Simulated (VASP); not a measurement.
Input of a VASP 6.6.1 run:

Contents of INCAR:

```
PREC = Accurate ; ENCUT = 520
EDIFF = 1E-7 ; ISMEAR = 0
SIGMA = 0.15 ; LREAL = False
LASPH = True ; NELM = 60
ALGO = Fast ; ISIF = 2
LWAVE = False ; LCHARG = False
GGA = PS ; NBANDS = 13
```

KPOINTS

```
regular mesh
0
Gamma
  20 20 20
```

Contents of POSCAR:

```
Mo
1.0
    0.0000000000      2.0150000000      2.0150000000
    2.0150000000      0.0000000000      2.0150000000
    2.0150000000      2.0150000000      0.0000000000
Mo
1
Direct
    0.0000000000      0.0000000000      0.0000000000
```

Potentials or basis: VASP PAW PBE potentials, release 64 (Mo_sv).

Launch:

```console
$ cat potpaw_PBE.64/Mo_sv/POTCAR > POTCAR
$ mpirun -np 1 vasp_std > vasp.out
```

Q: What does it give for the pressure?

A: -11.6 GPa.

Q: What does it give for the band gap on the k mesh?

A: Zero (bands 7 and 8 overlap by 4.56 eV).

Caveat: the cell stands under tension; the PAW data sets were made with another functional, which shifts forces and pressure a little.
